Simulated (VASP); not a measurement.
# ZnSe: single point with LDA

The system is ZnSe.

```xyz
2
Lattice="0.0000 2.7775 2.6141 2.6141 0.0000 2.6141 2.6141 2.7775 0.0000" Properties=species:S:1:pos:R:3 pbc="T T T"
Zn    0.0000    0.0000    0.0000
Se    3.9212    4.1663    3.9212
```

This cell differs from its parent crystal: volume 18.981 Å^3 an atom, c/a of the conventional cell 1.0625.

```json
{
 "Program": "VASP 6.6.1",
 "Task": "single point",
 "Functional": "LDA",
 "Potentials or basis": "VASP PAW LDA potentials, release 64 (Zn, Se)",
 "Cutoff": "520 eV",
 "k mesh": "10 × 10 × 10",
 "Occupations": "gaussian, width 0.05 eV",
 "Spin": "no spin polarisation"
}
```

```json
{
  "Pressure": "12.7 GPa",
  "Band gap on the k mesh": "1.75 eV, direct"
}
```

Stress tensor (GPa, compression positive):
```
13.49  0.00  0.00
 0.00 11.24  0.00
 0.00  0.00 13.49
```

Levels at points of the mesh, in eV from the valence-band top:
```
           k point  band 7  band 8  band 9  band 10  band 11  band 12
(0.00, 0.00, 0.00)   -0.30    0.00    0.00     1.75     5.53     5.53
(0.50, 0.00, 0.00)   -6.63   -1.49   -1.04     2.52     5.92     6.42
(0.50, 0.50, 0.00)   -5.62   -3.22   -3.07     2.15     2.92    11.71
(0.50, 0.00, 0.50)   -6.01   -2.75   -2.75     2.53     3.54    11.45
```

It took 21 s on 1 thread of Intel(R) Xeon(R) 6975P-C (Granite Rapids), with other jobs on the host, peak memory 0.18 GiB.

 A k mesh can miss the band edges.
